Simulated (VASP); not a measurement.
# Cu (I4/mmm) in VASP: a series of runs, part 2 of 3

VASP 6.6.1. The steps go on from the part before.

## 3. Single point, PBEsol

This run uses another cell than the first one, of 11.23 Å³/atom, 1.032 times its volume.

File INCAR:

```
PREC = Accurate ; ENCUT = 520
EDIFF = 1E-6 ; ISMEAR = 1
SIGMA = 0.1 ; LREAL = False
LASPH = True ; NELM = 80
ALGO = Normal ; ISIF = 2
LWAVE = False ; LCHARG = False
GGA = PS ; NBANDS = 12
```

File KPOINTS:

```
regular mesh
0
Gamma
  14 14 14
```

File POSCAR:

```
Cu
1.0
   -1.4331095337      1.4331095337      1.3668452788
    1.4331095337     -1.4331095337      1.3668452788
    1.4331095337      1.4331095337     -1.3668452788
Cu
1
Direct
    0.0000000000      0.0000000000      0.0000000000
```

Potentials or basis: VASP PAW PBE potentials, release 64 (Cu).

On the command line:

```
cat potpaw_PBE.64/Cu/POTCAR > POTCAR
mpirun -np 1 vasp_std > vasp.out
```

OUTCAR:

```text
PREC = Accurate
   ENCUT = 520
   EDIFF = 1E-6
   ISMEAR = 1
   LREAL = False
   LASPH = True
   NELM = 80
   ISIF = 2
   GGA = PS

 ion  position               nearest neighbor table
   1  0.000  0.000  0.000-

  LATTYP: Found a body centered tetragonal cell.
 ALAT       =     2.8662190674
 C/A-ratio  =     0.9537619049

  Lattice vectors:

 A1 = (  -1.4331095337,   1.4331095337,   1.3668452788)
 A2 = (   1.4331095337,  -1.4331095337,   1.3668452788)
 A3 = (   1.4331095337,   1.4331095337,  -1.3668452788)

Analysis of symmetry for initial positions (statically):
=====================================================================
 Subroutine PRICEL returns:
 Original cell was already a primitive cell.

 Routine SETGRP: Setting up the symmetry group for a
 body centered tetragonal supercell.

 Subroutine GETGRP returns: Found 16 space group operations
 (whereof 16 operations were pure point group operations)
 out of a pool of 16 trial point group operations.

The static configuration has the point symmetry D_4h.

Analysis of symmetry for dynamics (positions and initial velocities):
=====================================================================
 Subroutine PRICEL returns:
 Original cell was already a primitive cell.

 Routine SETGRP: Setting up the symmetry group for a
 body centered tetragonal supercell.

 Subroutine GETGRP returns: Found 16 space group operations
 (whereof 16 operations were pure point group operations)
 out of a pool of 16 trial point group operations.

The dynamic configuration has the point symmetry D_4h.

 Subroutine INISYM returns: Found 16 space group operations
 (whereof 16 operations are pure point group operations),
 and found     1 'primitive' translations

----------------------------------------------------------------------------------------

                                     Primitive cell

  volume of cell :      11.2289

  direct lattice vectors                    reciprocal lattice vectors
    -1.433109534  1.433109534  1.366845279     0.000000000  0.348891685  0.365805851
     1.433109534 -1.433109534  1.366845279     0.348891685  0.000000000  0.365805851
     1.433109534  1.433109534 -1.366845279     0.348891685  0.348891685  0.000000000

  length of vectors
     2.444559651  2.444559651  2.444559651     0.505508979  0.505508979  0.493407353

  position of ions in fractional coordinates (direct lattice)
     0.000000000  0.000000000  0.000000000

  ion indices of the primitive-cell ions
   primitive index   ion index
                 1           1

----------------------------------------------------------------------------------------

 KPOINTS: regular mesh

Automatic generation of k-mesh.
 Grid dimensions read from file:
 generate k-points for:   14   14   14

 Generating k-lattice:

  Cartesian coordinates                     Fractional coordinates (reciprocal lattice)
     0.000000000  0.024920835  0.026128989     0.071428571  0.000000000  0.000000000
     0.024920835  0.000000000  0.026128989     0.000000000  0.071428571  0.000000000
     0.024920835  0.024920835  0.000000000     0.000000000  0.000000000  0.071428571

  Length of vectors
     0.036107784  0.036107784  0.035243382

  Shift w.r.t. Gamma in fractional coordinates (k-lattice)
     0.000000000  0.000000000  0.000000000

 Subroutine IBZKPT returns following result:
 ===========================================

 Found    244 irreducible k-points:

 Following reciprocal coordinates:
            Coordinates               Weight
  0.000000  0.000000  0.000000      1.000000
  0.071429  0.000000  0.000000      8.000000
  0.142857  0.000000  0.000000      8.000000
  0.214286  0.000000  0.000000      8.000000
  0.285714  0.000000 -0.000000      8.000000
  0.357143  0.000000 -0.000000      8.000000
[... 16 lines left out ...]
  0.214286  0.142857  0.000000     16.000000
  0.285714  0.142857 -0.000000     16.000000
 [... further k-points ...]
   k-points           NKPTS =    244   k-points in BZ     NKDIM =    244   number of bands    NBANDS=     12
   number of dos      NEDOS =    301   number of ions     NIONS =      1
   total plane-waves  NPLWV =   5832
   dimension x,y,z NGX =    18 NGY =   18 NGZ =   18
   dimension x,y,z NGXF=    36 NGYF=   36 NGZF=   36
   ions per type =               1
   NGX,Y,Z   is equivalent  to a cutoff of  12.24, 12.24, 12.24 a.u.
   NGXF,Y,Z  is equivalent  to a cutoff of  24.48, 24.48, 24.48 a.u.
 SYSTEM =  unknown system
   PREC   = accura    normal or accurate (medium, high low for compatibility)
   ISTART =      0    job   : 0-new  1-cont  2-samecut
   ICHARG =      2    charge: 1-file 2-atom 10-const
   ISPIN  =      1    spin polarized calculation?
   LNONCOLLINEAR =      F non collinear calculations
   LSORBIT =      F    spin-orbit coupling
   LASPH  =      T    aspherical Exc in radial PAW
   ENCUT  =  520.0 eV  38.22 Ry    6.18 a.u.   4.55  4.55  4.55*2*pi/ulx,y,z
   NELM   =     80;   NELMIN=  2; NELMDL= -5     # of ELM steps
   EDIFF  = 0.1E-05   stopping-criterion for ELM
   LREAL  =      F    real-space projection
   EDIFFG = 0.1E-04   stopping-criterion for IOM
   NSW    =      0    number of steps for IOM
   IBRION =     -1    ionic relax: 0-MD 1-quasi-New 2-CG
   NFREE  =      0    steps in history (QN), initial steepest desc. (CG)
   ISIF   =      2    stress and relaxation
   ISYM   =      2    0-nonsym 1-usesym 2-fastsym
   POTIM  = 0.5000    time-step for ionic-motion
   TEBEG  =    0.0;   TEEND  =   0.0 temperature during run
   PSTRESS=    0.0 pullay stress
   NELECT =      11.0000    total number of electrons
   NUPDOWN=      -1.0000    fix difference up-down
   EMIN   =  10.00;   EMAX   =-10.00  energy-range for DOS
   EFERMI =   0.00;   METHOD = LEGACY
   ISMEAR =     1;   SIGMA  =   0.10  broadening in eV -4-tet -1-fermi 0-gaus
   EFERMI_NEDOS =   21; number of points for ismear=-14 and -15
   IALGO  =     38    algorithm
   IMIX   =      4    mixing-type and parameters
     AMIX     =   0.40;   BMIX     =  1.00
     AMIX_MAG =   1.60;   BMIX_MAG =  1.00
  volume/ion in A,a.u.               =      11.23        75.78
  Fermi-wavevector in a.u.,A,eV,Ry     =   1.625897  3.072500 35.967558  2.643541
  Thomas-Fermi vector in A             =   2.718945
   LORBIT       =      0    0 simple, 1 ext, 2 COOP (PROOUT), +10 PAW based schemes
   GGA     = PS    functional components
   LHFCALC =     F    Hartree Fock is set to
   AEXX    =    0.0000 exact exchange contribution
   IVDW    =     0    specifies the selected vdW correction
   LEPSILON=     F    determine dielectric tensor
   LRPA    =     F    only Hartree local field effects (RPA)
 non-spin polarized calculation
 Methfessel and Paxton  Order N= 1 SIGMA  =   0.10
  energy-cutoff  :      520.00
  volume of cell :       11.23
 maximum number of plane-waves:       317
   NGX =  9   NGY =  9   NGZ =  9

 number of electron      11.0000005 magnetization

 Free energy of the ion-electron system (eV)
  ---------------------------------------------------
  ext. energy  EPLUGINS =         0.00000000
  ---------------------------------------------------
  free energy    TOTEN  =        -4.26200195 eV

  energy without entropy =       -4.26152593  energy(sigma->0) =       -4.26184328

 E-fermi :   8.0551     XC(G=0): -13.2073

 val. band max:        8.0472756565   @ k =   0.5000   0.2143   0.1429
 cond. band min:       8.0629562407   @ k =   0.5000   0.3571  -0.0000
 fundamental gap:      0.0156805842
 Fermi energy:         8.0550689552

 k-point     1 :       0.0000    0.0000    0.0000
  band No.  band energies     occupation
      1      -1.7351      2.00000
      2       4.6366      2.00000
      3       4.8376      2.00000
      4       4.8376      2.00000
      5       5.7437      2.00000
      6       5.9627      2.00000
      7      33.0951      0.00000
      8      33.0951      0.00000
      9      34.3484      0.00000
     10      37.2819      0.00000
     11      37.3931      0.00000
     12      37.3931      0.00000
[... 331 lines left out ...]
 k-point    24 :       0.2857    0.1429   -0.0000
  band No.  band energies     occupation
      1       2.6398      2.00000
      2       4.1026      2.00000
      3       4.6729      2.00000
      4       5.7213      2.00000
      5       6.1379      2.00000
      6       7.0679      2.00000
      7      17.3366      0.00000
      8      21.9635      0.00000
      9      26.1920      0.00000
     10      32.2823      0.00000
     11      36.6088      0.00000
     12      38.2517      0.00000

 [... further k-points ...]
[... 5 lines left out ...]
  --------------------------------------------------------------------------------------
  -------------------------------------------------------------------------------------
  Total        0.2001057      0.2001057      0.1611865      0.0000000      0.0000000      0.0000000
  in kB       28.5516907     28.5516907     22.9985827      0.0000000      0.0000000      0.0000000
  external PRESSURE =      26.7006547 kB  Pullay stress =       0.0000000 kB

 VOLUME and BASIS-vectors are now :
 -----------------------------------------------------------------------------
  energy-cutoff  :      520.00
  volume of cell :       11.23
      direct lattice vectors                 reciprocal lattice vectors
    -1.433109534  1.433109534  1.366845279     0.000000000  0.348891685  0.365805851
     1.433109534 -1.433109534  1.366845279     0.348891685  0.000000000  0.365805851
     1.433109534  1.433109534 -1.366845279     0.348891685  0.348891685  0.000000000

 POSITION                                       TOTAL-FORCE (eV/Angst)
 -----------------------------------------------------------------------------------
      0.00000      0.00000      0.00000         0.000000      0.000000      0.000000
 -----------------------------------------------------------------------------------
    total drift:                                0.000000     -0.000000      0.000000

  FREE ENERGIE OF THE ION-ELECTRON SYSTEM (eV)
  ---------------------------------------------------
  free  energy   TOTEN  =        -4.2620019519 eV

  energy  without entropy=       -4.2615259328  energy(sigma->0) =       -4.26184328
```

OSZICAR:

```text
N       E                     dE             d eps       ncg     rms          rms(c)
DAV:   1     0.413816758503E+02    0.41382E+02   -0.53886E+03  6548   0.155E+03
DAV:   2    -0.408766390471E+01   -0.45469E+02   -0.42023E+02  6028   0.205E+02
DAV:   3    -0.535426125979E+01   -0.12666E+01   -0.12615E+01  6820   0.391E+01
DAV:   4    -0.536149723075E+01   -0.72360E-02   -0.72351E-02  6608   0.261E+00
DAV:   5    -0.536156333726E+01   -0.66107E-04   -0.66107E-04  6828   0.254E-01    0.834E+00
DAV:   6    -0.466572860216E+01    0.69583E+00   -0.15975E+01  6756   0.774E+01    0.403E+00
DAV:   7    -0.427902074138E+01    0.38671E+00   -0.24392E+00  6860   0.300E+01    0.704E-01
DAV:   8    -0.426268548526E+01    0.16335E-01   -0.98696E-03  7932   0.970E-01    0.185E-01
DAV:   9    -0.426199149744E+01    0.69399E-03   -0.30975E-03  7664   0.917E-01    0.202E-02
DAV:  10    -0.426200178301E+01   -0.10286E-04   -0.31084E-05  8004   0.857E-02    0.441E-03
DAV:  11    -0.426200195189E+01   -0.16888E-06   -0.24935E-07  4352   0.820E-03
   1 F= -.42620020E+01 E0= -.42618433E+01  d E =-.476019E-03
```

Wall time 27 s (1 thread of AMD EPYC 7R13, shared host); peak memory 0.11 GiB.

What came out:

- Free energy: -4.2620 eV
- Pressure: 2.7 GPa

Stress tensor (GPa, compression positive):
```
2.86 0.00 0.00
0.00 2.86 0.00
0.00 0.00 2.30
```

Caveat: the PAW data sets were made with another functional, which shifts forces and pressure a little.

## 4. Single point, PBEsol

This run uses another cell than the first one, of 11.57 Å³/atom, 1.063 times its volume.

File INCAR:

```
PREC     = Accurate       # precision mode
ENCUT    = 520            # plane-wave cutoff, eV
EDIFF    = 1E-6           # SCF threshold, eV
ISMEAR   = 1              # smearing method
SIGMA    = 0.1            # smearing width, eV
LREAL    = False          # projectors in reciprocal space
LASPH    = True           # aspherical terms in the spheres
NELM     = 100            # most SCF steps
ALGO     = Normal         # electronic algorithm
ISIF     = 2              # what is computed and relaxed
LWAVE    = False          # write WAVECAR
LCHARG   = False          # write CHGCAR
GGA      = PS             # functional
NBANDS   = 12             # bands
```

KPOINTS is that of step 3.

File POSCAR:

```
Cu
1.0
   -1.4475863674      1.4475863674      1.3806527313
    1.4475863674     -1.4475863674      1.3806527313
    1.4475863674      1.4475863674     -1.3806527313
Cu
1
Direct
    0.0000000000      0.0000000000      0.0000000000
```

Potentials or basis: VASP PAW PBE potentials, release 64 (Cu).

On the command line:

```
cat potpaw_PBE.64/Cu/POTCAR > POTCAR
mpirun -np 1 vasp_std > vasp.out
```

OUTCAR:

```text
PREC = Accurate
   ENCUT = 520
   EDIFF = 1E-6
   ISMEAR = 1
   LREAL = False
   LASPH = True
   NELM = 100
   ISIF = 2
   GGA = PS

 ion  position               nearest neighbor table
   1  0.000  0.000  0.000-

  LATTYP: Found a body centered tetragonal cell.
 ALAT       =     2.8951727348
 C/A-ratio  =     0.9537619049

  Lattice vectors:

 A1 = (  -1.4475863674,   1.4475863674,   1.3806527313)
 A2 = (   1.4475863674,  -1.4475863674,   1.3806527313)
 A3 = (   1.4475863674,   1.4475863674,  -1.3806527313)

Analysis of symmetry for initial positions (statically):
=====================================================================
 Subroutine PRICEL returns:
 Original cell was already a primitive cell.

 Routine SETGRP: Setting up the symmetry group for a
 body centered tetragonal supercell.

 Subroutine GETGRP returns: Found 16 space group operations
 (whereof 16 operations were pure point group operations)
 out of a pool of 16 trial point group operations.

The static configuration has the point symmetry D_4h.

Analysis of symmetry for dynamics (positions and initial velocities):
=====================================================================
 Subroutine PRICEL returns:
 Original cell was already a primitive cell.

 Routine SETGRP: Setting up the symmetry group for a
 body centered tetragonal supercell.

 Subroutine GETGRP returns: Found 16 space group operations
 (whereof 16 operations were pure point group operations)
 out of a pool of 16 trial point group operations.

The dynamic configuration has the point symmetry D_4h.

 Subroutine INISYM returns: Found 16 space group operations
 (whereof 16 operations are pure point group operations),
 and found     1 'primitive' translations

[... 111 lines left out ...]
     AMIX     =   0.40;   BMIX     =  1.00
     AMIX_MAG =   1.60;   BMIX_MAG =  1.00
  volume/ion in A,a.u.               =      11.57        78.10
  Fermi-wavevector in a.u.,A,eV,Ry     =   1.609637  3.041773 35.251756  2.590931
  Thomas-Fermi vector in A             =   2.705315
   LORBIT       =      0    0 simple, 1 ext, 2 COOP (PROOUT), +10 PAW based schemes
   GGA     = PS    functional components
   LHFCALC =     F    Hartree Fock is set to
   AEXX    =    0.0000 exact exchange contribution
   IVDW    =     0    specifies the selected vdW correction
   LEPSILON=     F    determine dielectric tensor
   LRPA    =     F    only Hartree local field effects (RPA)
 non-spin polarized calculation
 Methfessel and Paxton  Order N= 1 SIGMA  =   0.10
  energy-cutoff  :      520.00
  volume of cell :       11.57
 maximum number of plane-waves:       329
   NGX =  9   NGY =  9   NGZ =  9

 number of electron      10.9999994 magnetization

 Free energy of the ion-electron system (eV)
  ---------------------------------------------------
  ext. energy  EPLUGINS =         0.00000000
  ---------------------------------------------------
  free energy    TOTEN  =        -4.26248429 eV

  energy without entropy =       -4.26209479  energy(sigma->0) =       -4.26235446

 E-fermi :   7.6565     XC(G=0): -13.0288

 val. band max:        7.6407244157   @ k =   0.5000   0.2143   0.1429
 cond. band min:       7.6586835580   @ k =   0.2143   0.1429   0.1429
 fundamental gap:      0.0179591423
 Fermi energy:         7.6564994131

 k-point     1 :       0.0000    0.0000    0.0000
  band No.  band energies     occupation
      1      -1.8854      2.00000
      2       4.3558      2.00000
      3       4.5477      2.00000
      4       4.5477      2.00000
      5       5.4150      2.00000
      6       5.6241      2.00000
      7      32.4095      0.00000
      8      32.4095      0.00000
      9      33.6534      0.00000
     10      36.3083      0.00000
     11      36.3083      0.00000
     12      36.4242      0.00000
[... 331 lines left out ...]
 k-point    24 :       0.2857    0.1429    0.0000
  band No.  band energies     occupation
      1       2.4217      2.00000
      2       3.8479      2.00000
      3       4.3966      2.00000
      4       5.3935      2.00000
      5       5.7898      2.00000
      6       6.6930      2.00000
      7      16.7419      0.00000
      8      21.3037      0.00000
      9      25.4554      0.00000
     10      31.5034      0.00000
     11      35.6984      0.00000
     12      37.2914      0.00000

 [... further k-points ...]
[... 5 lines left out ...]
  --------------------------------------------------------------------------------------
  -------------------------------------------------------------------------------------
  Total       -0.1486666     -0.1486666     -0.1917886      0.0000000     -0.0000000      0.0000000
  in kB      -20.5821463    -20.5821463    -26.5521636      0.0000000     -0.0000000      0.0000000
  external PRESSURE =     -22.5721521 kB  Pullay stress =       0.0000000 kB

 VOLUME and BASIS-vectors are now :
 -----------------------------------------------------------------------------
  energy-cutoff  :      520.00
  volume of cell :       11.57
      direct lattice vectors                 reciprocal lattice vectors
    -1.447586367  1.447586367  1.380652731     0.000000000  0.345402534  0.362147547
     1.447586367 -1.447586367  1.380652731     0.345402534  0.000000000  0.362147547
     1.447586367  1.447586367 -1.380652731     0.345402534  0.345402534  0.000000000

 POSITION                                       TOTAL-FORCE (eV/Angst)
 -----------------------------------------------------------------------------------
      0.00000      0.00000      0.00000         0.000000     -0.000000      0.000000
 -----------------------------------------------------------------------------------
    total drift:                                0.000000     -0.000000      0.000000

  FREE ENERGIE OF THE ION-ELECTRON SYSTEM (eV)
  ---------------------------------------------------
  free  energy   TOTEN  =        -4.2624842917 eV

  energy  without entropy=       -4.2620947892  energy(sigma->0) =       -4.26235446
```

OSZICAR:

```text
N       E                     dE             d eps       ncg     rms          rms(c)
DAV:   1     0.418926787487E+02    0.41893E+02   -0.54015E+03  6540   0.154E+03
DAV:   2    -0.406147923003E+01   -0.45954E+02   -0.42485E+02  6020   0.205E+02
DAV:   3    -0.534436316783E+01   -0.12829E+01   -0.12766E+01  6760   0.389E+01
DAV:   4    -0.535192082715E+01   -0.75577E-02   -0.75567E-02  6600   0.265E+00
DAV:   5    -0.535199142036E+01   -0.70593E-04   -0.70593E-04  6792   0.259E-01    0.831E+00
DAV:   6    -0.469751440132E+01    0.65448E+00   -0.16564E+01  6768   0.781E+01    0.423E+00
DAV:   7    -0.427805324567E+01    0.41946E+00   -0.25961E+00  6872   0.307E+01    0.653E-01
DAV:   8    -0.426347511587E+01    0.14578E-01   -0.70468E-03  7560   0.839E-01    0.228E-01
DAV:   9    -0.426247489081E+01    0.10002E-02   -0.49587E-03  7520   0.118E+00    0.204E-02
DAV:  10    -0.426248405744E+01   -0.91666E-05   -0.25126E-05  7800   0.754E-02    0.715E-03
DAV:  11    -0.426248429167E+01   -0.23423E-06   -0.11449E-06  4524   0.223E-02
   1 F= -.42624843E+01 E0= -.42623545E+01  d E =-.389502E-03
```

stdout:

```text
POSCAR found type information on POSCAR Cu
 POSCAR found :  1 types and       1 ions
 scaLAPACK will be used
 -----------------------------------------------------------------------------
|                                                                             |
|                                                                             |
|     You enforced a specific xc type in the INCAR file but a different       |
|     I HOPE YOU KNOW WHAT YOU ARE DOING!                                     |
|                                                                             |
 -----------------------------------------------------------------------------

 LDA part: xc-table for (Slater+PW92), standard interpolation
 POSCAR, INCAR and KPOINTS ok, starting setup
 FFT: planning ... GRIDC
 FFT: planning ... GRID_SOFT
 FFT: planning ... GRID
 WAVECAR not read
 entering main loop
```

Wall time 30 s (1 thread of AMD EPYC 7R13, shared host); peak memory 0.11 GiB.

What came out:

| Property | Result |
| --- | --- |
| Free energy | -4.2625 eV |
| Pressure | -2.3 GPa |

Caveat: the PAW data sets were made with another functional, which shifts forces and pressure a little.

[end of part 2 of 3]
